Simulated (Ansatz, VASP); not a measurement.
## MgCd2S3 in VASP and in Ansatz

```
CELL_PARAMETERS angstrom
4.14860 0.00000 0.00000
-2.07430 3.59279 0.00000
0.00000 0.00000 20.16663
ATOMIC_POSITIONS crystal
Mg 0.66667 0.33333 0.50220
Mg 0.66667 0.33333 0.83133
Cd 0.33333 0.66667 0.99755
Cd 0.33333 0.66667 0.33950
Cd 0.33333 0.66667 0.66871
Cd 0.66667 0.33333 0.16831
S 0.33333 0.66667 0.12495
S 0.33333 0.66667 0.46688
S 0.33333 0.66667 0.79600
S 0.66667 0.33333 0.29578
S 0.66667 0.33333 0.62483
S 0.66667 0.33333 0.95396
```

Alike in both runs: functional PBE; k mesh 6 × 6 × 2; occupations gaussian, width 0.02 eV; no spin polarisation.

Ansatz relaxed the structure, and its values are those at the end. VASP's run is a single point on that final structure, the one shown.

|  | VASP | Ansatz |
| --- | --- | --- |
| version | VASP 6.6.1 | Ansatz 0.2.0 |
| potentials or method | VASP PAW PBE potentials, release 64 (Mg, Cd, S), cutoff 520 eV | scalar-relativistic, plane waves, PAW |
| valence electrons in the cell | 88 | 136 |

```csv
,VASP,Ansatz,Ansatz less VASP
gap on the k mesh at the Fermi level (eV),1.53,1.53,-0.001
least direct gap on the mesh (eV),1.53,1.53,-0.001
pressure (GPa),0.2,0.0,-0.16
rms of the force components (eV/Å),0.014,0.003,-0.0117
```

VASP's potentials hold 88 valence electrons a cell and Ansatz's 136, so a difference there can come from the potentials and not from the codes.
